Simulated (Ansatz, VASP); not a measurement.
# TaN in VASP and in Ansatz

```
Ta N
1.0
     0.00000    2.17900    2.17900
     2.17900    0.00000    2.17900
     2.17900    2.17900    0.00000
Ta N
1 1
Direct
  0.50000 0.50000 0.50000
  0.00000 0.00000 0.00000
```

Alike in both runs: task single point; functional PBEsol; k mesh 12 × 12 × 12; occupations fermi-dirac, width 0.1 eV; no spin polarisation.

```csv
,VASP,Ansatz
version,VASP 6.6.1,Ansatz 0.2.0
potentials or method,"VASP PAW PBE potentials, release 64 (Ta_sv_GW, N), cutoff 700 eV","plane waves, PAW"
valence electrons in the cell,18,18
```

```csv
,VASP,Ansatz,Ansatz less VASP
pressure (GPa),4.6,4.6,-0.05
```

VASP's potentials were made for PBE, not for PBEsol. With one functional, cell and mesh, what is left measures potentials, basis and numerics.

Spin-orbit coupling is off throughout.
